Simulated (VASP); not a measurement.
Runs of VASP 6.6.1 on BN (sol2). The structure is that of space group P6_3mc (No. 186), or close to it. The cells are those of the table. 

```csv
task,potentials or basis,cell,cutoff (eV),second run,gap on the mesh (eV),pressure (GPa)
single point,"VASP PAW PBE potentials, release 64 (B, N)","a = 2.542, b = 2.542, c = 4.161 Å, angles 90.0, 90.0, 120.0°, 4 atoms",520,-,4.98,4.4
relaxation of the atoms,"VASP PAW PBE potentials, release 64 (B, N)","atoms relaxed from a = 2.542, b = 2.542, c = 4.161 Å, angles 90.0, 90.0, 120.0°, 4 atoms",520,-,4.98,4.3
single point,"VASP PAW PBE potentials, release 64 (B_h, N_h)","a = 2.512, b = 2.512, c = 4.161 Å, angles 90.0, 90.0, 120.0°, 4 atoms",910,hard_potentials,(a),13.4
relaxation of the atoms,"VASP PAW PBE potentials, release 64 (B, N)","atoms relaxed from a = 2.547, b = 2.547, c = 4.161 Å, angles 90.0, 90.0, 120.0°, 4 atoms",520,-,5.00,2.9
single point,"VASP PAW PBE potentials, release 64 (B, N)","a = 2.547, b = 2.547, c = 4.161 Å, angles 90.0, 90.0, 120.0°, 4 atoms",520,-,5.00,2.9
relaxation of the atoms,"VASP PAW PBE potentials, release 64 (B, N)","atoms relaxed from a = 2.512, b = 2.512, c = 4.161 Å, angles 90.0, 90.0, 120.0°, 4 atoms",520,-,4.86,14.4
single point,"VASP PAW PBE potentials, release 64 (B, N)","a = 2.512, b = 2.512, c = 4.161 Å, angles 90.0, 90.0, 120.0°, 4 atoms",520,-,4.86,14.4
```

Alike in all rows: level PBEsol; no spin polarisation; k mesh 9 × 9 × 6; smearing gaussian 0.02 eV.

Question: Fill in the values left out.

Answer: (a) 4.87.

Caveats: the PAW data sets were made with another functional, which shifts forces and pressure a little; the cutoff is under 1.25 times the usual one of these potentials, so pressure, stress and relaxed cells hold a basis-set (Pulay) error (some runs).

A k mesh can miss the band edges.
